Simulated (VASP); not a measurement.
# AlSn (P-6m2) in VASP: further runs

The runs below take AlSn through single point, with r2SCAN, PBEsol, BLYP+D4, PBE.

Program: VASP 6.6.1. These are calculated values, not measurements. Logs are shortened: lines on timing, memory, paths and dates and some standing lists are left out, and cuts for length are marked.

### Step 1. The cell of the first run

Symmetry: P-6m2, No. 187, hexagonal system. Conventional cell: a = 4.280 Å, b = 4.280 Å, c = 3.372 Å, α = 90.00°, β = 90.00°, γ = 120.00°. Sn (site symmetry -6m2) has 6 Al at 2.99 Å and 2 Sn at 3.37 Å within 3.9 Å. Al (site symmetry -6m2) has 6 Sn at 2.99 Å and 2 Al at 3.37 Å within 3.9 Å.

### Step 2. Single point, r2SCAN

File POSCAR:

```
AlSn
1.0
    4.2804423157      0.0000000000      0.0000000000
   -2.1402211578      3.7069717847      0.0000000000
    0.0000000000      0.0000000000      3.3717036030
Sn Al
1 1
Direct
    0.3333333333      0.6666666667      0.5000000000
    0.0000000000      0.0000000000      0.0000000000
```

File INCAR.step1:

```
SYSTEM = AlSn
PREC = Accurate
ENCUT = 520
ISMEAR = -1
SIGMA = 0.05
LREAL = .False.
LASPH = .True.
NELM = 100
NBANDS = 16
GGA = PE
ALGO = Normal
EDIFF = 1E-4
LWAVE = .True.
LCHARG = .False.
```

File INCAR.step2:

```
SYSTEM = AlSn
PREC = Accurate
ENCUT = 520
EDIFF = 1E-6
ISMEAR = -1
SIGMA = 0.05
LREAL = .False.
LASPH = .True.
NELM = 100
ALGO = Normal
ISIF = 2
LWAVE = .False.
LCHARG = .False.
METAGGA = R2SCAN
LMIXTAU = .True.
NBANDS = 16
ISTART = 1
```

File KPOINTS:

```
Automatic mesh
0
Gamma
  7 7 8
  0 0 0
```

Potentials or basis: VASP PAW PBE potentials, release 64 (Sn_d, Al).

On the command line:

```sh
cat potpaw_PBE.64/Sn_d/POTCAR potpaw_PBE.64/Al/POTCAR > POTCAR
cp INCAR.step1 INCAR
mpirun -np 1 vasp_std > vasp.out
cp INCAR.step2 INCAR
mpirun -np 1 vasp_std > vasp.out
```

OUTCAR:

```text
SYSTEM = AlSn
   PREC = Accurate
   ENCUT = 520
   EDIFF = 1E-6
   ISMEAR = -1
   LREAL = .False.
   LASPH = .True.
   NELM = 100
   ISIF = 2
   METAGGA = R2SCAN
   ISTART = 1

 ion  position               nearest neighbor table
   1  0.333  0.667  0.500-   2 2.99   2 2.99   2 2.99   2 2.99   2 2.99   2 2.99
   2  0.000  0.000  0.000-   1 2.99   1 2.99   1 2.99   1 2.99   1 2.99   1 2.99

  LATTYP: Found a hexagonal cell.
 ALAT       =     4.2804423157
 C/A-ratio  =     0.7876998110

  Lattice vectors:

 A1 = (   4.2804423157,   0.0000000000,   0.0000000000)
 A2 = (  -2.1402211578,   3.7069717847,   0.0000000000)
 A3 = (   0.0000000000,   0.0000000000,   3.3717036030)

Analysis of symmetry for initial positions (statically):
=====================================================================
 Subroutine PRICEL returns:
 Original cell was already a primitive cell.

 Routine SETGRP: Setting up the symmetry group for a
 hexagonal supercell.

 Subroutine GETGRP returns: Found 12 space group operations
 (whereof 12 operations were pure point group operations)
 out of a pool of 24 trial point group operations.

The static configuration has the point symmetry D_3h.

Analysis of symmetry for dynamics (positions and initial velocities):
=====================================================================
 Subroutine PRICEL returns:
 Original cell was already a primitive cell.

 Routine SETGRP: Setting up the symmetry group for a
 hexagonal supercell.

 Subroutine GETGRP returns: Found 12 space group operations
 (whereof 12 operations were pure point group operations)
 out of a pool of 24 trial point group operations.

The dynamic configuration has the point symmetry D_3h.

 Subroutine INISYM returns: Found 12 space group operations
 (whereof 12 operations are pure point group operations),
 and found     1 'primitive' translations

----------------------------------------------------------------------------------------

                                     Primitive cell

  volume of cell :      53.5004

  direct lattice vectors                    reciprocal lattice vectors
     4.280442316  0.000000000  0.000000000     0.233620716  0.134880983  0.000000000
    -2.140221158  3.706971785  0.000000000     0.000000000  0.269761967  0.000000000
     0.000000000  0.000000000  3.371703603     0.000000000  0.000000000  0.296585975

  length of vectors
     4.280442316  4.280442316  3.371703603     0.269761967  0.269761967  0.296585975

  position of ions in fractional coordinates (direct lattice)
     0.333333333  0.666666667  0.500000000
     0.000000000  0.000000000  0.000000000

  ion indices of the primitive-cell ions
   primitive index   ion index
                 1           1
                 2           2

----------------------------------------------------------------------------------------

 KPOINTS: Automatic mesh

Automatic generation of k-mesh.
 Grid dimensions read from file:
 generate k-points for:    7    7    8

 Generating k-lattice:

  Cartesian coordinates                     Fractional coordinates (reciprocal lattice)
     0.033374388  0.019268712  0.000000000     0.142857143  0.000000000  0.000000000
     0.000000000  0.038537424  0.000000000     0.000000000  0.142857143  0.000000000
     0.000000000  0.000000000  0.037073247     0.000000000  0.000000000  0.125000000

  Length of vectors
     0.038537424  0.038537424  0.037073247

  Shift w.r.t. Gamma in fractional coordinates (k-lattice)
     0.000000000  0.000000000  0.000000000

 Subroutine IBZKPT returns following result:
 ===========================================

 Found     40 irreducible k-points:

 Following reciprocal coordinates:
            Coordinates               Weight
  0.000000  0.000000  0.000000      1.000000
  0.142857  0.000000  0.000000      6.000000
  0.285714  0.000000  0.000000      6.000000
  0.428571  0.000000  0.000000      6.000000
  0.142857  0.142857  0.000000      6.000000
  0.285714  0.142857  0.000000     12.000000
[... 16 lines left out ...]
  0.428571  0.142857  0.250000     12.000000
  0.285714  0.285714  0.250000     12.000000
 [... further k-points ...]
   k-points           NKPTS =     40   k-points in BZ     NKDIM =     40   number of bands    NBANDS=     16
   number of dos      NEDOS =    301   number of ions     NIONS =      2
   total plane-waves  NPLWV =  28672
   dimension x,y,z NGX =    32 NGY =   32 NGZ =   28
   dimension x,y,z NGXF=    64 NGYF=   64 NGZF=   56
   ions per type =               1   1
   NGX,Y,Z   is equivalent  to a cutoff of  12.43, 12.43, 13.81 a.u.
   NGXF,Y,Z  is equivalent  to a cutoff of  24.86, 24.86, 27.61 a.u.
 SYSTEM =  AlSn
   PREC   = accura    normal or accurate (medium, high low for compatibility)
   ISTART =      1    job   : 0-new  1-cont  2-samecut
   ICHARG =      0    charge: 1-file 2-atom 10-const
   ISPIN  =      1    spin polarized calculation?
   LNONCOLLINEAR =      F non collinear calculations
[... 108 lines left out ...]
  band No.  band energies     occupation
      1     -16.1866      2.00000
      2     -16.0945      2.00000
      3     -16.0860      2.00000
      4     -16.0840      2.00000
      5     -16.0822      2.00000
      6      -4.2050      2.00000
[... 8 lines left out ...]
     15      15.4408      0.00000
     16      17.7133      0.00000

 k-point     6 :       0.2857    0.1429    0.0000
  band No.  band energies     occupation
      1     -16.1838      2.00000
      2     -16.0940      2.00000
      3     -16.0859      2.00000
      4     -16.0831      2.00000
      5     -16.0806      2.00000
      6      -3.4558      2.00000
[... 8 lines left out ...]
     15      15.5345      0.00000
     16      17.2439      0.00000

 k-point     7 :       0.4286    0.1429    0.0000
  band No.  band energies     occupation
      1     -16.1826      2.00000
      2     -16.0937      2.00000
      3     -16.0867      2.00000
      4     -16.0835      2.00000
      5     -16.0782      2.00000
      6      -2.8787      2.00000
[... 8 lines left out ...]
     15      14.6714      0.00000
     16      16.4292      0.00000

 k-point     8 :       0.2857    0.2857    0.0000
  band No.  band energies     occupation
      1     -16.1821      2.00000
      2     -16.0901      2.00000
      3     -16.0860      2.00000
      4     -16.0845      2.00000
      5     -16.0813      2.00000
      6      -2.7646      2.00000
[... 8 lines left out ...]
     15      15.0721      0.00000
     16      15.5853      0.00000

 k-point     9 :       0.0000    0.0000    0.1250
  band No.  band energies     occupation
      1     -16.1672      2.00000
      2     -16.0933      2.00000
      3     -16.0932      2.00000
      4     -16.0897      2.00000
      5     -16.0897      2.00000
      6      -4.6078      2.00000
[... 8 lines left out ...]
     15      16.3039      0.00000
     16      16.5506      0.00000
[... 172 lines left out ...]
 k-point    19 :       0.2857    0.0000    0.2500
  band No.  band energies     occupation
      1     -16.1163      2.00000
      2     -16.1121      2.00000
      3     -16.1071      2.00000
      4     -16.0901      2.00000
      5     -16.0800      2.00000
      6      -3.1220      2.00000
[... 8 lines left out ...]
     15      14.9618      0.00000
     16      17.6762      0.00000

 k-point    20 :       0.4286    0.0000    0.2500
  band No.  band energies     occupation
      1     -16.1193      2.00000
      2     -16.1128      2.00000
      3     -16.1060      2.00000
      4     -16.0888      2.00000
      5     -16.0743      2.00000
      6      -2.3183      2.00000
[... 8 lines left out ...]
     15      16.1083      0.00000
     16      18.5570      0.00000

 k-point    21 :       0.1429    0.1429    0.2500
  band No.  band energies     occupation
      1     -16.1150      2.00000
      2     -16.1121      2.00000
      3     -16.1074      2.00000
      4     -16.0904      2.00000
      5     -16.0823      2.00000
      6      -3.3176      2.00000
[... 8 lines left out ...]
     15      16.2497      0.00000
     16      16.7152      0.00000

 k-point    22 :       0.2857    0.1429    0.2500
  band No.  band energies     occupation
      1     -16.1179      2.00000
      2     -16.1133      2.00000
      3     -16.1048      2.00000
      4     -16.0890      2.00000
      5     -16.0771      2.00000
      6      -2.5740      2.00000
[... 8 lines left out ...]
     15      16.5388      0.00000
     16      17.9717      0.00000

 k-point    23 :       0.4286    0.1429    0.2500
  band No.  band energies     occupation
      1     -16.1193      2.00000
      2     -16.1139      2.00000
      3     -16.1040      2.00000
      4     -16.0877      2.00000
      5     -16.0751      2.00000
      6      -2.0063      2.00000
[... 8 lines left out ...]
     15      16.6771      0.00000
     16      18.8312      0.00000

 k-point    24 :       0.2857    0.2857    0.2500
  band No.  band energies     occupation
      1     -16.1183      2.00000
      2     -16.1154      2.00000
      3     -16.1020      2.00000
      4     -16.0859      2.00000
      5     -16.0779      2.00000
      6      -1.8929      2.00000
[... 8 lines left out ...]
     15      18.4142      0.00000
     16      18.4619      0.00000

 [... further k-points ...]
[... 5 lines left out ...]
  --------------------------------------------------------------------------------------
  -------------------------------------------------------------------------------------
  Total       -1.1054121     -1.1054121     -1.5991631     -0.0000000      0.0000000      0.0000000
  in kB      -33.1037705    -33.1037705    -47.8901302     -0.0000000      0.0000000      0.0000000
  external PRESSURE =     -38.0325571 kB  Pullay stress =       0.0000000 kB

 VOLUME and BASIS-vectors are now :
 -----------------------------------------------------------------------------
  energy-cutoff  :      520.00
  volume of cell :       53.50
      direct lattice vectors                 reciprocal lattice vectors
     4.280442316  0.000000000  0.000000000     0.233620716  0.134880983  0.000000000
    -2.140221158  3.706971785  0.000000000     0.000000000  0.269761967  0.000000000
     0.000000000  0.000000000  3.371703603     0.000000000  0.000000000  0.296585975

 POSITION                                       TOTAL-FORCE (eV/Angst)
 -----------------------------------------------------------------------------------
     -0.00000      2.47131      1.68585         0.000000     -0.000000      0.000000
      0.00000      0.00000      0.00000         0.000000      0.000000      0.000000
 -----------------------------------------------------------------------------------
    total drift:                                0.000000     -0.000000     -0.000000

  FREE ENERGIE OF THE ION-ELECTRON SYSTEM (eV)
  ---------------------------------------------------
  free  energy   TOTEN  =       -30.9118325644 eV

  energy  without entropy=      -30.9084111950  energy(sigma->0) =      -30.91012188
```

Run time: 38 s. Hardware: 1 thread of Intel Xeon 6975P-C (Granite Rapids), shared host; peak memory 0.19 GiB.

What came out:

| Item | Value |
| --- | --- |
| Free energy | -30.9118 eV |
| Pressure | -3.8 GPa |
| Band gap on the k mesh | zero (an odd number of electrons rules out a gap without spin polarisation) |

Stress tensor (GPa, compression positive):
```
-3.31  0.00  0.00
 0.00 -3.31  0.00
 0.00  0.00 -4.79
```

Caveat: the cell stands under tension; the PAW data sets were made with another functional, which shifts forces and pressure a little; spin-orbit coupling is left out, which moves the levels of the heavy elements.

### Step 3. Single point, PBEsol, non-collinear spin, zero start, spin-orbit coupling

This run uses another cell than the first one, of 25.24 Å³/atom.

File INCAR:

```
PREC = Accurate
ENCUT = 520
EDIFF = 1E-6
ISMEAR = -1
SIGMA = 0.05
LREAL = False
LASPH = True
NELM = 150
ALGO = Fast
ISIF = 2
LWAVE = False
LCHARG = True
MAGMOM = 0 0 0 0 0 0
LORBIT = 11
LSORBIT = True
GGA_COMPAT = False
LORBMOM = True
GGA = PS
LVHAR = True
NBANDS = 29
```

File KPOINTS:

```
Automatic mesh
0
Gamma
  7 7 8
```

File POSCAR:

```
AlSn
1.0
    4.1981056157      0.0000000000      0.0000000000
   -2.0990528078      3.6356661109      0.0000000000
    0.0000000000      0.0000000000      3.3068470000
Sn Al
1 1
Direct
    0.3333333333      0.6666666667      0.5000000000
    0.0000000000      0.0000000000      0.0000000000
```

Potentials or basis: VASP PAW PBE potentials, release 64 (Sn_d, Al).

On the command line:

```sh
cat potpaw_PBE.64/Sn_d/POTCAR potpaw_PBE.64/Al/POTCAR > POTCAR
mpirun -np 1 vasp_ncl > vasp.out
```

Run time: 80 s. Hardware: 1 thread of Intel Xeon 6975P-C (Granite Rapids), shared host; peak memory 0.35 GiB.

It converged, with:

| Property | Result |
| --- | --- |
| Free energy | -8.0215 eV |
| Pressure | -1.8 GPa |
| Net moment | 0.00 μB per cell |
| Valence electrons inside the program's atomic spheres | Sn 12.29; Al 0.75 |

Stress tensor (GPa, compression positive):
```
-1.93  0.00  0.00
 0.00 -1.93  0.00
 0.00  0.00 -1.65
```

Moments on the atoms (μB; x, y, z):
```
Sn  0.00 0.00 0.00
Al  0.00 0.00 0.00
```

Caveat: the PAW data sets were made with another functional, which shifts forces and pressure a little.

### Step 4. Single point, BLYP+D4

This run uses another cell than the first one, of 25.00 Å³/atom.

File INCAR:

```
PREC = Accurate
ENCUT = 520
EDIFF = 1E-6
ISMEAR = -1
SIGMA = 0.05
LREAL = False
LASPH = True
NELM = 100
ALGO = Fast
ISIF = 2
LWAVE = False
LCHARG = False
GGA = B5
ALDAX = 1.0
AGGAX = 1.0
AGGAC = 1.0
ALDAC = 0.0
IVDW = 13
VDW_S6 = 1.0
VDW_S8 = 2.34076671
VDW_A1 = 0.44488865
VDW_A2 = 4.0933009
NBANDS = 16
```

File KPOINTS:

```
regular mesh
0
Gamma
  7 7 8
```

File POSCAR:

```
AlSn
1.0
    4.1712602351      0.0000000000      0.0000000000
   -2.0856301175      3.6124173294      0.0000000000
    0.0000000000      0.0000000000      3.3178081037
Sn Al
1 1
Direct
    0.3333333333      0.6666666667      0.5000000000
    0.0000000000      0.0000000000      0.0000000000
```

On the command line:

```sh
cat potpaw_PBE.64/Sn_d/POTCAR potpaw_PBE.64/Al/POTCAR > POTCAR
mpirun -np 1 vasp_std > vasp.out
```

Run time: 46 s. Hardware: 1 thread of Intel Xeon 8259CL, shared host; peak memory 0.19 GiB.

It converged, with:

| Item | Value |
| --- | --- |
| Free energy | -6.8017 eV |
| Pressure | 0.0 GPa |
| Band gap on the k mesh | zero (an odd number of electrons rules out a gap without spin polarisation) |
| Dispersion energy per atom | -0.626 eV |

Levels at points of the mesh, in eV from the Fermi level:
| k point | band 5 | band 6 | band 7 | band 8 | band 9 | band 10 | band 11 | band 12 |
| --- | --- | --- | --- | --- | --- | --- | --- | --- |
| (0.00, 0.00, 0.00) | -21.18 | -10.47 | -0.16 | -0.16 | 0.75 | 2.42 | 3.32 | 3.32 |
| (0.00, 0.00, 0.50) | -21.13 | -7.51 | -6.22 | 2.70 | 2.70 | 3.61 | 3.61 | 3.93 |

Caveat: the PAW data sets were made with another functional, which shifts forces and pressure a little; spin-orbit coupling is left out, which moves the levels of the heavy elements.

### Step 5. Single point, PBE

This run uses another cell than the first one, of 25.24 Å³/atom.

File INCAR:

```
SYSTEM = AlSn
ALGO = Normal ; EDIFF = 1E-7
ENCUT = 520 ; GGA = PE
ISIF = 2 ; ISMEAR = 0
LASPH = .TRUE. ; LCHARG = .FALSE.
LREAL = .FALSE. ; LWAVE = .FALSE.
NBANDS = 16 ; NELM = 60
PREC = Accurate ; SIGMA = 0.011
```

File KPOINTS:

```
k-points
0
G
  7 7 8
  0 0 0
```

File POSCAR:

```
AlSn
1.0
    4.1981056157      0.0000000000      0.0000000000
   -2.0990528078      3.6356661109      0.0000000000
    0.0000000000      0.0000000000      3.3068470000
Sn Al
1 1
Direct
    0.3333333333      0.6666666667      0.5000000000
    0.0000000000      0.0000000000      0.0000000000
```

On the command line:

```sh
cat potpaw_PBE.64/Sn_d/POTCAR potpaw_PBE.64/Al/POTCAR > POTCAR
mpirun -np 1 vasp_std > vasp.out
```

Wall time 36 s (1 thread of Intel Xeon 8259CL, shared host); peak memory 0.19 GiB.

Results (log left out):

| Property | Result |
| --- | --- |
| Free energy | -7.2012 eV |
| Pressure | 0.2 GPa |
| Band gap on the k mesh | zero (an odd number of electrons rules out a gap without spin polarisation) |

Stress tensor (GPa, compression positive):
```
-0.04  0.00  0.00
 0.00 -0.04  0.00
 0.00  0.00  0.77
```

Levels at points of the mesh, in eV from the Fermi level:
| k point | band 5 | band 6 | band 7 | band 8 | band 9 | band 10 | band 11 | band 12 |
| --- | --- | --- | --- | --- | --- | --- | --- | --- |
| (0.00, 0.00, 0.00) | -21.24 | -10.45 | -0.22 | -0.22 | 0.69 | 2.60 | 3.12 | 3.12 |
| (0.00, 0.00, 0.50) | -21.18 | -7.43 | -6.22 | 2.72 | 2.72 | 3.57 | 3.57 | 3.77 |

Caveat: spin-orbit coupling is left out, which moves the levels of the heavy elements.

### Step 6. Overview

```tsv
level	spin	cell	smearing	gap on the mesh (eV)	pressure (GPa)
r2SCAN	off	a = 4.280, b = 4.280, c = 3.372 Å, angles 90.0, 90.0, 120.0°, 2 atoms	fermi-dirac 0.05 eV	none	-3.8
PBEsol	non-collinear, zero start, SOC	a = 4.198, b = 4.198, c = 3.307 Å, angles 90.0, 90.0, 120.0°, 2 atoms	fermi-dirac 0.05 eV	-	-1.8
BLYP+D4	off	a = 4.171, b = 4.171, c = 3.318 Å, angles 90.0, 90.0, 120.0°, 2 atoms	fermi-dirac 0.05 eV	none	0.0
PBE	off	a = 4.198, b = 4.198, c = 3.307 Å, angles 90.0, 90.0, 120.0°, 2 atoms	gaussian 0.011 eV	none	0.2
```

Alike in all rows: task single point; potentials or basis VASP PAW PBE potentials, release 64 (Sn_d, Al); k mesh 7 × 7 × 8; cutoff (eV) 520.

Caveats: the PAW data sets were made with another functional, which shifts forces and pressure a little (at least some runs); spin-orbit coupling is left out, which moves the levels of the heavy elements (at least some runs); the cell stands under tension (at least some runs).

Total energies depend on the potentials used, so only differences within one code and one set of settings carry meaning.
